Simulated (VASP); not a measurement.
A run of VASP 6.6.1 is set up as follows.

INCAR

```
PREC = Accurate
ENCUT = 500
EDIFF = 1E-7
ISMEAR = 0
SIGMA = 0.1
LREAL = False
LASPH = True
NELM = 120
ALGO = Normal
ISIF = 3
LWAVE = False
LCHARG = False
GGA = PS
IBRION = 2
NSW = 70
EDIFFG = -0.005
GGA_COMPAT = False
NELMIN = 4
```

Contents of KPOINTS:

```
regular mesh
0
Gamma
  15 15 8
```

Contents of POSCAR:

```
TiSe2
1.0
    3.4807141369      0.0000000000      0.0000000000
   -1.7403570685      3.0143868659      0.0000000000
    0.0000000000      0.0000000000      5.8731574598
Ti Se
1 2
Direct
    0.0000000000      0.0000000000      0.0000000000
    0.3333333333      0.6666666667      0.2646669996
    0.6666666667      0.3333333333      0.7353330004
```

Potentials or basis: VASP PAW PBE potentials, release 64 (Ti_sv, Se).

The run is started by

```console
$ cat potpaw_PBE.64/Ti_sv/POTCAR potpaw_PBE.64/Se/POTCAR > POTCAR
$ mpirun -np 1 vasp_std > vasp.out
```

Estimate the band gap on the k mesh.

zero (band 12 reaches 5.64 eV, above the bottom of band 13 at 4.88 eV).

What does it give for the space group after relaxing (to 0.05 Å)?

P-3m1 (No. 164).

Estimate the relaxed volume.

20.74 Å³/atom.

Final structure:
```xyz
3
Lattice="3.4738 0.0000 0.0000 -1.7369 3.0084 0.0000 0.0000 0.0000 5.9528" Properties=species:S:1:pos:R:3 pbc="T T T"
Ti    0.0000    0.0000    0.0000
Se    0.0000    2.0056    1.5493
Se    1.7369    1.0028    4.4035
```

Caveat: the PAW data sets were made with another functional, which shifts forces and pressure a little; this functional lacks dispersion, which binds the layers, so the pressure and a relaxed spacing across them are unreliable. Zero-point motion and thermal expansion aren't in these numbers.
